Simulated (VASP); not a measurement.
# InO in VASP: a series of runs

Runs on InO. Level: PBE. Tasks: single point.

Everything below comes from runs of VASP 6.6.1. Logs are shortened: lines on timing, memory, paths and dates and some standing lists are left out, and cuts for length are marked.

### 1 The cell of the first run

The cell holds a slab with vacuum, 4 atoms: a = 3.281 Å, b = 3.281 Å, c = 15.083 Å, α = 90.00°, β = 90.00°, γ = 120.00°.

### 2 Single point, PBE (strain -0.050 along x and y, -0.050 along z)

Contents of INCAR:

```
ALGO     = Normal         # electronic algorithm
EDIFF    = 1E-6           # SCF threshold, eV
ENCUT    = 520            # plane-wave cutoff, eV
GGA      = PE             # functional
ISIF     = 2              # what is computed and relaxed
ISMEAR   = 0              # smearing method
LASPH    = True           # aspherical terms in the spheres
LCHARG   = False          # write CHGCAR
LREAL    = False          # projectors in reciprocal space
LWAVE    = False          # write WAVECAR
NBANDS   = 27             # bands
NELM     = 80             # most SCF steps
PREC     = Accurate       # precision mode
SIGMA    = 0.03           # smearing width, eV
```

Contents of KPOINTS:

```
k-points
0
Gamma
  12 12 2
```

Contents of POSCAR:

```
InO
1.0
    3.2809331112      0.0000000000      0.0000000000
   -1.6404665556      2.8413714224      0.0000000000
    0.0000000000      0.0000000000     15.0832450000
In O
2 2
Direct
    0.6666666667      0.3333333333      0.5900210000
    0.6666666667      0.3333333333      0.4099790000
    0.0000000000      0.0000000000      0.6398670000
    0.0000000000      0.0000000000      0.3601330000
```

Potentials or basis: VASP PAW PBE potentials, release 64 (In_d, O).

Started as:

```
$ cat potpaw_PBE.64/In_d/POTCAR potpaw_PBE.64/O/POTCAR > POTCAR
$ mpirun -np 1 vasp_std > vasp.out
```

OUTCAR:

```text
EDIFF = 1E-6
   ENCUT = 520
   GGA = PE
   ISIF = 2
   ISMEAR = 0
   LASPH = True
   LREAL = False
   NELM = 80
   PREC = Accurate

 ion  position               nearest neighbor table
   1  0.667  0.333  0.590-   3 2.04   3 2.04   3 2.04   2 2.72
   2  0.667  0.333  0.410-   4 2.04   4 2.04   4 2.04   1 2.72
   3  0.000  0.000  0.640-   1 2.04   1 2.04   1 2.04
   4  0.000  0.000  0.360-   2 2.04   2 2.04   2 2.04

  LATTYP: Found a hexagonal cell.
 ALAT       =     3.2809331112
 C/A-ratio  =     4.5972424578

  Lattice vectors:

 A1 = (   3.2809331112,   0.0000000000,   0.0000000000)
 A2 = (  -1.6404665556,   2.8413714224,   0.0000000000)
 A3 = (   0.0000000000,   0.0000000000,  15.0832450000)

Analysis of symmetry for initial positions (statically):
=====================================================================
 Subroutine PRICEL returns:
 Original cell was already a primitive cell.

 Routine SETGRP: Setting up the symmetry group for a
 hexagonal supercell.

 Subroutine GETGRP returns: Found 12 space group operations
 (whereof 12 operations were pure point group operations)
 out of a pool of 24 trial point group operations.

The static configuration has the point symmetry D_3h.

Analysis of symmetry for dynamics (positions and initial velocities):
=====================================================================
 Subroutine PRICEL returns:
 Original cell was already a primitive cell.

 Routine SETGRP: Setting up the symmetry group for a
 hexagonal supercell.

 Subroutine GETGRP returns: Found 12 space group operations
 (whereof 12 operations were pure point group operations)
 out of a pool of 24 trial point group operations.

The dynamic configuration has the point symmetry D_3h.

 Subroutine INISYM returns: Found 12 space group operations
 (whereof 12 operations are pure point group operations),
 and found     1 'primitive' translations

----------------------------------------------------------------------------------------

                                     Primitive cell

  volume of cell :     140.6113

  direct lattice vectors                    reciprocal lattice vectors
     3.280933111  0.000000000  0.000000000     0.304791340  0.175971362  0.000000000
    -1.640466556  2.841371422  0.000000000     0.000000000  0.351942725  0.000000000
     0.000000000  0.000000000 15.083245000     0.000000000  0.000000000  0.066298731

  length of vectors
     3.280933111  3.280933111 15.083245000     0.351942725  0.351942725  0.066298731

  position of ions in fractional coordinates (direct lattice)
     0.666666667  0.333333333  0.590021000
     0.666666667  0.333333333  0.409979000
     0.000000000  0.000000000  0.639867000
     0.000000000  0.000000000  0.360133000

  ion indices of the primitive-cell ions
   primitive index   ion index
                 1           1
                 2           2
                 3           3
                 4           4

----------------------------------------------------------------------------------------

 KPOINTS: k-points

Automatic generation of k-mesh.
 Grid dimensions read from file:
 generate k-points for:   12   12    2

 Generating k-lattice:

  Cartesian coordinates                     Fractional coordinates (reciprocal lattice)
     0.025399278  0.014664280  0.000000000     0.083333333  0.000000000  0.000000000
     0.000000000  0.029328560  0.000000000     0.000000000  0.083333333  0.000000000
     0.000000000  0.000000000  0.033149365     0.000000000  0.000000000  0.500000000

  Length of vectors
     0.029328560  0.029328560  0.033149365

  Shift w.r.t. Gamma in fractional coordinates (k-lattice)
     0.000000000  0.000000000  0.000000000

 Subroutine IBZKPT returns following result:
 ===========================================

 Found     38 irreducible k-points:

 Following reciprocal coordinates:
            Coordinates               Weight
  0.000000  0.000000  0.000000      1.000000
  0.083333  0.000000  0.000000      6.000000
  0.166667  0.000000  0.000000      6.000000
  0.250000  0.000000  0.000000      6.000000
  0.333333  0.000000  0.000000      6.000000
  0.416667 -0.000000  0.000000      6.000000
[... 16 lines left out ...]
  0.250000  0.000000  0.500000      6.000000
  0.333333  0.000000  0.500000      6.000000
 [... further k-points ...]
   k-points           NKPTS =     38   k-points in BZ     NKDIM =     38   number of bands    NBANDS=     27
   number of dos      NEDOS =    301   number of ions     NIONS =      4
   total plane-waves  NPLWV =  64512
   dimension x,y,z NGX =    24 NGY =   24 NGZ =  112
   dimension x,y,z NGXF=    48 NGYF=   48 NGZF=  224
   ions per type =               2   2
   NGX,Y,Z   is equivalent  to a cutoff of  12.16, 12.16, 12.34 a.u.
   NGXF,Y,Z  is equivalent  to a cutoff of  24.32, 24.32, 24.69 a.u.
 SYSTEM =  unknown system
   PREC   = accura    normal or accurate (medium, high low for compatibility)
   ISTART =      0    job   : 0-new  1-cont  2-samecut
   ICHARG =      2    charge: 1-file 2-atom 10-const
   ISPIN  =      1    spin polarized calculation?
   LNONCOLLINEAR =      F non collinear calculations
   LSORBIT =      F    spin-orbit coupling
   LASPH  =      T    aspherical Exc in radial PAW
   ENCUT  =  520.0 eV  38.22 Ry    6.18 a.u.   6.10  6.10 28.04*2*pi/ulx,y,z
   NELM   =     80;   NELMIN=  2; NELMDL= -5     # of ELM steps
   EDIFF  = 0.1E-05   stopping-criterion for ELM
   LREAL  =      F    real-space projection
[... 7 lines left out ...]
   TEBEG  =    0.0;   TEEND  =   0.0 temperature during run
   PSTRESS=    0.0 pullay stress
   NELECT =      38.0000    total number of electrons
   NUPDOWN=      -1.0000    fix difference up-down
   EMIN   =  10.00;   EMAX   =-10.00  energy-range for DOS
   EFERMI =   0.00;   METHOD = LEGACY
   ISMEAR =     0;   SIGMA  =   0.03  broadening in eV -4-tet -1-fermi 0-gaus
   EFERMI_NEDOS =   21; number of points for ismear=-14 and -15
   IALGO  =     38    algorithm
   IMIX   =      4    mixing-type and parameters
     AMIX     =   0.40;   BMIX     =  1.00
     AMIX_MAG =   1.60;   BMIX_MAG =  1.00
  volume/ion in A,a.u.               =      35.15       237.22
  Fermi-wavevector in a.u.,A,eV,Ry     =   1.058431  2.000145 15.242289  1.120277
  Thomas-Fermi vector in A             =   2.193740
   LORBIT       =      0    0 simple, 1 ext, 2 COOP (PROOUT), +10 PAW based schemes
   GGA     = PE    functional components
   LHFCALC =     F    Hartree Fock is set to
   AEXX    =    0.0000 exact exchange contribution
   IVDW    =     0    specifies the selected vdW correction
   LEPSILON=     F    determine dielectric tensor
   LRPA    =     F    only Hartree local field effects (RPA)
 non-spin polarized calculation
 Gauss-broadening in eV      SIGMA  =   0.03
  energy-cutoff  :      520.00
  volume of cell :      140.61
 maximum number of plane-waves:      3846
   NGX = 13   NGY = 13   NGZ = 57

 number of electron      38.0000035 magnetization

 Free energy of the ion-electron system (eV)
  ---------------------------------------------------
  ext. energy  EPLUGINS =         0.00000000
  ---------------------------------------------------
  free energy    TOTEN  =       -18.87846831 eV

  energy without entropy =      -18.87846831  energy(sigma->0) =      -18.87846831

 E-fermi :  -0.4537     XC(G=0):  -5.3016

 val. band max:       -0.5922967482   @ k =   0.3333   0.3333   0.0000
 cond. band min:      -0.0537210184   @ k =   0.0000   0.0000   0.5000
 fundamental gap:      0.5385757298
 Fermi energy:        -0.4536679715

 k-point     1 :       0.0000    0.0000    0.0000
  band No.  band energies     occupation
      1     -19.3409      2.00000
      2     -19.3073      2.00000
      3     -14.4884      2.00000
      4     -14.4884      2.00000
      5     -14.4243      2.00000
      6     -14.4243      2.00000
[... 19 lines left out ...]
     26       9.7214      0.00000
     27       9.7214      0.00000

 k-point     2 :       0.0833    0.0000    0.0000
  band No.  band energies     occupation
      1     -19.3243      2.00000
      2     -19.2926      2.00000
      3     -14.5061      2.00000
      4     -14.4617      2.00000
      5     -14.3991      2.00000
      6     -14.3957      2.00000
[... 19 lines left out ...]
     26       8.6859      0.00000
     27       9.5613      0.00000

 k-point     3 :       0.1667    0.0000    0.0000
  band No.  band energies     occupation
      1     -19.2819      2.00000
      2     -19.2552      2.00000
      3     -14.5088      2.00000
      4     -14.3928      2.00000
      5     -14.3206      2.00000
      6     -14.3176      2.00000
[... 19 lines left out ...]
     26       8.2115      0.00000
     27       9.2125      0.00000

 k-point     4 :       0.2500    0.0000    0.0000
  band No.  band energies     occupation
      1     -19.2321      2.00000
      2     -19.2109      2.00000
      3     -14.4808      2.00000
      4     -14.3171      2.00000
      5     -14.2133      2.00000
      6     -14.2083      2.00000
[... 19 lines left out ...]
     26       8.4981      0.00000
     27       8.8600      0.00000

 k-point     5 :       0.3333    0.0000    0.0000
  band No.  band energies     occupation
      1     -19.1918      2.00000
      2     -19.1744      2.00000
      3     -14.4518      2.00000
      4     -14.2737      2.00000
      5     -14.2188      2.00000
      6     -14.1440      2.00000
[... 19 lines left out ...]
     26       8.5903      0.00000
     27       9.0318      0.00000

 k-point     6 :       0.4167   -0.0000    0.0000
  band No.  band energies     occupation
      1     -19.1684      2.00000
      2     -19.1526      2.00000
      3     -14.4446      2.00000
      4     -14.2614      2.00000
      5     -14.2266      2.00000
      6     -14.1402      2.00000
[... 444 lines left out ...]
      1     -19.3243      2.00000
      2     -19.2926      2.00000
      3     -14.5061      2.00000
      4     -14.4617      2.00000
      5     -14.3991      2.00000
      6     -14.3957      2.00000
[... 19 lines left out ...]
     26       8.9113      0.00000
     27       9.5617      0.00000

 k-point    22 :       0.1667    0.0000    0.5000
  band No.  band energies     occupation
      1     -19.2819      2.00000
      2     -19.2552      2.00000
      3     -14.5088      2.00000
      4     -14.3929      2.00000
      5     -14.3206      2.00000
      6     -14.3176      2.00000
[... 19 lines left out ...]
     26       9.1793      0.00000
     27       9.2125      0.00000

 k-point    23 :       0.2500    0.0000    0.5000
  band No.  band energies     occupation
      1     -19.2321      2.00000
      2     -19.2108      2.00000
      3     -14.4808      2.00000
      4     -14.3171      2.00000
      5     -14.2133      2.00000
      6     -14.2083      2.00000
[... 19 lines left out ...]
     26       8.4607      0.00000
     27       8.8600      0.00000

 k-point    24 :       0.3333    0.0000    0.5000
  band No.  band energies     occupation
      1     -19.1918      2.00000
      2     -19.1743      2.00000
      3     -14.4518      2.00000
      4     -14.2738      2.00000
      5     -14.2188      2.00000
      6     -14.1440      2.00000
[... 19 lines left out ...]
     26       8.4910      0.00000
     27       8.5903      0.00000

 [... further k-points ...]

------------------------ aborting loop because EDIFF is reached ----------------------------------------

  FORCE on cell =-STRESS in cart. coord.  units (eV):
  Direction    XX          YY          ZZ          XY          YZ          ZX
  --------------------------------------------------------------------------------------
  -------------------------------------------------------------------------------------
  Total        8.9919802      8.9919802      4.6025888      0.0000000      0.0000000     -0.0000000
  in kB      102.4579717    102.4579717     52.4436112      0.0000000      0.0000000     -0.0000000
  external PRESSURE =      85.7865182 kB  Pullay stress =       0.0000000 kB

 VOLUME and BASIS-vectors are now :
 -----------------------------------------------------------------------------
  energy-cutoff  :      520.00
  volume of cell :      140.61
      direct lattice vectors                 reciprocal lattice vectors
     3.280933111  0.000000000  0.000000000     0.304791340  0.175971362  0.000000000
    -1.640466556  2.841371422  0.000000000     0.000000000  0.351942725  0.000000000
     0.000000000  0.000000000 15.083245000     0.000000000  0.000000000  0.066298731

 POSITION                                       TOTAL-FORCE (eV/Angst)
 -----------------------------------------------------------------------------------
      1.64047      0.94712      8.89943         0.000000     -0.000000     -0.736841
      1.64047      0.94712      6.18381        -0.000000     -0.000000      0.736841
      0.00000      0.00000      9.65127         0.000000     -0.000000      1.581013
      0.00000      0.00000      5.43197        -0.000000      0.000000     -1.581013
 -----------------------------------------------------------------------------------
    total drift:                               -0.000001      0.000000      0.000000

  FREE ENERGIE OF THE ION-ELECTRON SYSTEM (eV)
  ---------------------------------------------------
  free  energy   TOTEN  =       -18.8784683119 eV

  energy  without entropy=      -18.8784683119  energy(sigma->0) =      -18.87846831
```

Run time: 2.1 min. Hardware: 1 thread of AMD EPYC 9R14 (Zen 4), shared host; peak memory 0.27 GiB.

What came out:

```yaml
Free_energy: -18.8785 eV
Largest_force: 1.581 eV/Å
Band_gap_on_the_k_mesh: 0.54 eV (least direct gap 1.63 eV)
```

Forces in eV/Å, atoms in the order of the input:
```
In   0.000  0.000 -0.737
In   0.000  0.000  0.737
O    0.000  0.000  1.581
O    0.000  0.000 -1.581
```

Caveat: the cell differs from its parent crystal (strain -0.050 along x and y, -0.050 along z); spin-orbit coupling is left out, which moves the levels of the heavy elements.

### 3 Single point, PBE (strain -0.050 along x and y, -0.025 along z)

Contents of INCAR:

```
SYSTEM = InO
  PREC = Accurate
  ENCUT = 520
  EDIFF = 1E-6
  ISMEAR = 0
  SIGMA = 0.03
  LREAL = .False.
  LASPH = .True.
  NELM = 100
  ALGO = Normal
  ISIF = 2
  LWAVE = .False.
  LCHARG = .False.
  GGA = PE
  NBANDS = 27
```

Contents of KPOINTS:

```
Automatic mesh
0
Gamma
  12 12 2
  0 0 0
```

Edit POSCAR of step 2 so:

```diff
@@ -4,3 +4,3 @@
    -1.6404665556      2.8413714224      0.0000000000
-    0.0000000000      0.0000000000     15.0832450000
+    0.0000000000      0.0000000000     15.4801725000
 In O
```

Potentials or basis: VASP PAW PBE potentials, release 64 (In_d, O).

Started as:

```
$ cat potpaw_PBE.64/In_d/POTCAR potpaw_PBE.64/O/POTCAR > POTCAR
$ mpirun -np 1 vasp_std > vasp.out
```

OUTCAR:

```text
SYSTEM = InO
   PREC = Accurate
   ENCUT = 520
   EDIFF = 1E-6
   ISMEAR = 0
   LREAL = .False.
   LASPH = .True.
   NELM = 100
   ISIF = 2
   GGA = PE

 ion  position               nearest neighbor table
   1  0.667  0.333  0.590-   3 2.05   3 2.05   3 2.05   2 2.79
   2  0.667  0.333  0.410-   4 2.05   4 2.05   4 2.05   1 2.79
   3  0.000  0.000  0.640-   1 2.05   1 2.05   1 2.05
   4  0.000  0.000  0.360-   2 2.05   2 2.05   2 2.05

  LATTYP: Found a hexagonal cell.
 ALAT       =     3.2809331112
 C/A-ratio  =     4.7182225225

  Lattice vectors:
[... 915 lines left out ...]
  Direction    XX          YY          ZZ          XY          YZ          ZX
  --------------------------------------------------------------------------------------
  -------------------------------------------------------------------------------------
  Total        8.3964584      8.3964584      3.0529442      0.0000000     -0.0000000      0.0000000
  in kB       93.2192372     93.2192372     33.8944244      0.0000000     -0.0000000      0.0000000
  external PRESSURE =      73.4442996 kB  Pullay stress =       0.0000000 kB

 VOLUME and BASIS-vectors are now :
 -----------------------------------------------------------------------------
  energy-cutoff  :      520.00
  volume of cell :      144.31
      direct lattice vectors                 reciprocal lattice vectors
     3.280933111  0.000000000  0.000000000     0.304791340  0.175971362  0.000000000
    -1.640466556  2.841371422  0.000000000     0.000000000  0.351942725  0.000000000
     0.000000000  0.000000000 15.480172500     0.000000000  0.000000000  0.064598763

 POSITION                                       TOTAL-FORCE (eV/Angst)
 -----------------------------------------------------------------------------------
      1.64047      0.94712      9.13363        -0.000000      0.000000     -0.997963
      1.64047      0.94712      6.34655        -0.000000      0.000000      0.997963
      0.00000      0.00000      9.90525         0.000000      0.000000      1.361655
      0.00000      0.00000      5.57492         0.000000     -0.000000     -1.361655
 -----------------------------------------------------------------------------------
    total drift:                               -0.000001      0.000000      0.000000

  FREE ENERGIE OF THE ION-ELECTRON SYSTEM (eV)
  ---------------------------------------------------
  free  energy   TOTEN  =       -18.9792500294 eV

  energy  without entropy=      -18.9792500294  energy(sigma->0) =      -18.97925003
```

OSZICAR:

```text
N       E                     dE             d eps       ncg     rms          rms(c)
DAV:   1     0.411930564380E+03    0.41193E+03   -0.18360E+04  2060   0.149E+03
DAV:   2     0.432940110621E+02   -0.36864E+03   -0.35383E+03  2259   0.394E+02
DAV:   3    -0.199052530814E+02   -0.63199E+02   -0.62337E+02  2444   0.180E+02
[... 13 lines left out ...]
DAV:  17    -0.189792048483E+02   -0.45534E-04   -0.77766E-06  2367   0.270E-02    0.791E-03
DAV:  18    -0.189792434031E+02   -0.38555E-04   -0.29229E-06  2183   0.916E-03    0.188E-03
DAV:  19    -0.189792482089E+02   -0.48057E-05   -0.23017E-07  1792   0.355E-03    0.873E-04
DAV:  20    -0.189792498228E+02   -0.16140E-05   -0.59674E-08  1606   0.224E-03    0.482E-04
DAV:  21    -0.189792500294E+02   -0.20656E-06   -0.31256E-08  1751   0.117E-03
   1 F= -.18979250E+02 E0= -.18979250E+02  d E =-.616477E-24
```

stdout:

```text
POSCAR found type information on POSCAR InO
 POSCAR found :  2 types and       4 ions
 scaLAPACK will be used
 LDA part: xc-table for (Slater+PW92), standard interpolation
 POSCAR, INCAR and KPOINTS ok, starting setup
 FFT: planning ... GRIDC
 FFT: planning ... GRID_SOFT
 FFT: planning ... GRID
 WAVECAR not read
 entering main loop
```

Wall time 2.2 min (1 thread of AMD EPYC 9R14 (Zen 4), shared host); peak memory 0.28 GiB.

What came out:

- Free energy: -18.9793 eV
- Largest force: 1.362 eV/Å
- Band gap on the k mesh: 0.42 eV (least direct gap 1.56 eV)

Forces on the atoms (eV/Å):
```
In   0.000  0.000 -0.998
In   0.000  0.000  0.998
O    0.000  0.000  1.362
O    0.000  0.000 -1.362
```

Levels at points of the mesh, in eV from the valence-band top:
| k point | band 16 | band 17 | band 18 | band 19 | band 20 | band 21 | band 22 | band 23 |
| --- | --- | --- | --- | --- | --- | --- | --- | --- |
| (0.00, 0.00, 0.00) | -2.03 | -2.00 | -2.00 | -1.15 | 0.42 | 3.46 | 5.79 | 5.92 |
| (0.50, 0.00, 0.00) | -3.14 | -3.02 | -2.58 | -0.41 | 2.21 | 4.85 | 5.54 | 7.48 |
| (0.00, 0.00, 0.50) | -2.03 | -2.00 | -2.00 | -1.15 | 0.42 | 3.46 | 5.58 | 6.31 |
| (0.50, 0.00, 0.50) | -3.14 | -3.02 | -2.58 | -0.41 | 2.21 | 4.85 | 5.54 | 7.48 |

Caveat: the cell differs from its parent crystal (strain -0.050 along x and y, -0.025 along z); spin-orbit coupling is left out, which moves the levels of the heavy elements.

(Part 1 of 2 ends here.)
